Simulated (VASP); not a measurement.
InPd: single point with PBE

InPd:

```
CELL_PARAMETERS angstrom
3.20509 0.00000 0.00000
0.00000 3.20509 0.00000
0.00000 0.00000 3.20509
ATOMIC_POSITIONS crystal
In 0.00000 0.00000 0.00000
Pd 0.50000 0.50000 0.50000
```

```
Program             : VASP 6.6.1
Task                : single point
Functional          : PBE
Potentials or basis : VASP PAW PBE potentials, release 64 (In_d, Pd)
Cutoff              : 520 eV
k mesh              : 8 × 8 × 8
Occupations         : fermi-dirac, width 0.05 eV
Spin                : no spin polarisation
```

```
Pressure : 13.5 GPa
```

Levels at points of the mesh, in eV from the Fermi level:
| k point | band 9 | band 10 | band 11 | band 12 | band 13 | band 14 | band 15 | band 16 |
| --- | --- | --- | --- | --- | --- | --- | --- | --- |
| (0.00, 0.00, 0.00) | -2.34 | -2.34 | -2.34 | 4.41 | 4.41 | 4.41 | 10.35 | 11.10 |
| (0.50, 0.00, 0.00) | -3.44 | -3.44 | -2.43 | -1.08 | 10.19 | 10.20 | 10.20 | 11.22 |
| (0.50, 0.50, 0.00) | -2.78 | -2.48 | -2.48 | -1.71 | 1.86 | 2.77 | 10.02 | 11.57 |
| (0.50, 0.50, 0.50) | -1.67 | -1.67 | 0.28 | 3.96 | 3.96 | 3.96 | 4.74 | 4.74 |

It took 7.7 s on 1 thread of Intel(R) Xeon(R) 6975P-C (Granite Rapids), with other jobs on the host, peak memory 0.15 GiB.

Caveat: spin-orbit coupling is left out, which moves the levels of the heavy elements.
